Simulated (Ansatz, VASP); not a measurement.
**ZnS in VASP and in Ansatz**

```xyz
6
Lattice="1.9031 1.0987 9.3519 -1.9031 1.0987 9.3519 0.0000 -2.1975 9.3519" Properties=species:S:1:pos:R:3 pbc="T T T"
Zn    0.0000    0.0000   28.0550
Zn    0.0000    0.0000    6.2360
Zn    0.0000    0.0000   12.4740
S     0.0000    0.0000    2.3361
S     0.0000    0.0000   14.8091
S     0.0000    0.0000    8.5672
```

Alike in both runs: task single point; functional PBEsol; k mesh 4 × 4 × 4; no spin polarisation.

|  | VASP | Ansatz |
| --- | --- | --- |
| version | VASP 6.6.1 | Ansatz 0.2.0 |
| potentials or method | VASP PAW PBE potentials, release 64 (Zn, S), cutoff 520 eV | plane waves, PAW |
| occupations | gaussian, width 0.01 eV | fixed |
| valence electrons in the cell | 54 | 54 |

Ansatz gave:

```
pressure (GPa)                                                : -1.1
traceless stress, the component that is largest in VASP (GPa) : -0.29
```

Q: Estimate VASP's values.

A: Pressure (GPa): -0.9; traceless stress, the component that is largest in VASP (GPa): -0.28.

VASP's potentials were made for PBE, not for PBEsol.

The k mesh is coarse, so the values compare programs but aren't converged.
